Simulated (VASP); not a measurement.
A run of VASP 6.6.1:

The input INCAR:

```
ALGO     = Normal         # electronic algorithm
EDIFF    = 1E-6           # SCF threshold, eV
ENCUT    = 520            # plane-wave cutoff, eV
GGA      = PE             # functional
ISIF     = 2              # what is computed and relaxed
ISMEAR   = 0              # smearing method
LASPH    = T              # aspherical terms in the spheres
LCHARG   = F              # write CHGCAR
LREAL    = F              # projectors in reciprocal space
LWAVE    = F              # write WAVECAR
NBANDS   = 11             # bands
NELM     = 100            # most SCF steps
PREC     = Accurate       # precision mode
SIGMA    = 0.05           # smearing width, eV
```

Contents of KPOINTS:

```
k-points
0
Gamma
  10 10 10
```

Contents of POSCAR:

```
Si
1.0
    0.0033943375      2.7154700000      2.7154700000
    2.7188643375      0.0000000000      2.7188643375
    2.7154700000      2.7154700000      0.0033943375
Si
2
Direct
    0.5000000000      0.5000000000      0.5000000000
    0.7500000000      0.7500000000      0.7500000000
```

Potentials or basis: VASP PAW PBE potentials, release 64 (Si).

The run is started by

```sh
$ cat potpaw_PBE.64/Si/POTCAR > POTCAR
$ mpirun -np 1 vasp_std > vasp.out
```

Hardware: 1 thread of Intel(R) Xeon(R) Platinum 8259CL CPU @ 2.50GHz (Skylake/Cascade Lake) (shared host).

Task: Estimate the wall time of this run.

Result: Wall time 58 s on 1 thread of Intel(R) Xeon(R) Platinum 8259CL CPU @ 2.50GHz (Skylake/Cascade Lake) (shared host), peak memory 0.2 GiB. Counts: scf iterations 11, k points 171.
